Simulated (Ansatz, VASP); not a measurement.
## SnO2 in VASP and in Ansatz

```
Sn O
1.0
     4.76482    0.00000    0.00000
     0.00000    4.76482    0.00000
     0.00000    0.00000    3.20750
Sn O
2 4
Direct
  0.50000 0.50000 0.50000
  0.00000 0.00000 0.00000
  0.19403 0.80597 0.50000
  0.80597 0.19403 0.50000
  0.30597 0.30597 0.00000
  0.69403 0.69403 0.00000
```

Alike in both runs: task electric field gradients; functional PBE; k mesh 7 × 7 × 10; occupations fermi-dirac, width 0.01 eV; no spin polarisation.

|  | VASP | Ansatz |
| --- | --- | --- |
| version | VASP 6.6.1 | Ansatz 0.2.0 |
| potentials or method | VASP PAW PBE potentials, release 64 (Sn_d, O) | plane-wave PAW, scalar-relativistic |
| plane-wave cutoff (eV) | 520 | 420 |
| valence electrons in the cell | 52 | 52 |

Ansatz gave:

```
gap on the k mesh at the Fermi level (eV)                     : 1.05
pressure (GPa)                                                : 6.8
traceless stress, the component that is largest in VASP (GPa) : 0.77
rms of the force components (eV/Å)                            : 0.012
size of Vzz on the site where it differs most (V/Å²)          : 55.0
```

Question: What did VASP give for the same quantities?

Answer: gap on the k mesh at the Fermi level (eV): 1.04; pressure (GPa): 7.5; traceless stress, the component that is largest in VASP (GPa): 0.97; rms of the force components (eV/Å): 0.020; size of Vzz on the site where it differs most (V/Å²): 53.8.

Atom by atom the forces differ by 0.007 eV/Å (rms over components).
